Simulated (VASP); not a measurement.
Write the native input for VASP 6.6.1 that does the following.

```yaml
Task: single point
Functional: PBE
Potentials_or_basis: VASP PAW PBE potentials, release 64 (Al, N)
Cutoff: 520 eV
k_mesh: 10 × 10 × 10
Occupations: gaussian, width 0.02 eV
Spin: no spin polarisation
Dipole_correction: no
Further_INCAR_settings: ALGO = Normal; EDIFF = 1e-07; NBANDS = 11
```

The structure of AlN lies in POSCAR:

```
AlN
1.0
    0.0000000000      2.0903858643      2.0903858643
    2.0903858643      0.0000000000      2.0903858643
    2.0903858643      2.0903858643      0.0000000000
Al N
1 1
Direct
    0.5000000000      0.5000000000      0.5000000000
    0.0000000000      0.0000000000      0.0000000000
```

This cell differs from its parent crystal: strained.

One way to write it, as run:

INCAR

```
  ALGO = Normal
  EDIFF = 1E-7
  ENCUT = 520
  GGA = PE
  ISIF = 2
  ISMEAR = 0
  LASPH = True
  LCHARG = True
  LELF = True
  LREAL = False
  LVHAR = True
  LWAVE = False
  NBANDS = 11
  NELM = 100
  PREC = Accurate
  SIGMA = 0.02
```

KPOINTS

```
k-points
0
Gamma
  10 10 10
```

Potentials or basis: VASP PAW PBE potentials, release 64 (Al, N).

Launch:

```sh
$ cat potpaw_PBE.64/Al/POTCAR potpaw_PBE.64/N/POTCAR > POTCAR
$ mpirun -np 1 vasp_std > vasp.out
```

Results of the run:

```json
{"Pressure": "-17.4 GPa", "Band gap on the k mesh": "3.68 eV, indirect (least direct gap 4.30 eV)"}
```

Caveat: the cell differs from its parent crystal (strained).

Wall time 25 s on 1 thread of AMD EPYC 7R13, on a shared host, peak memory 0.11 GiB.
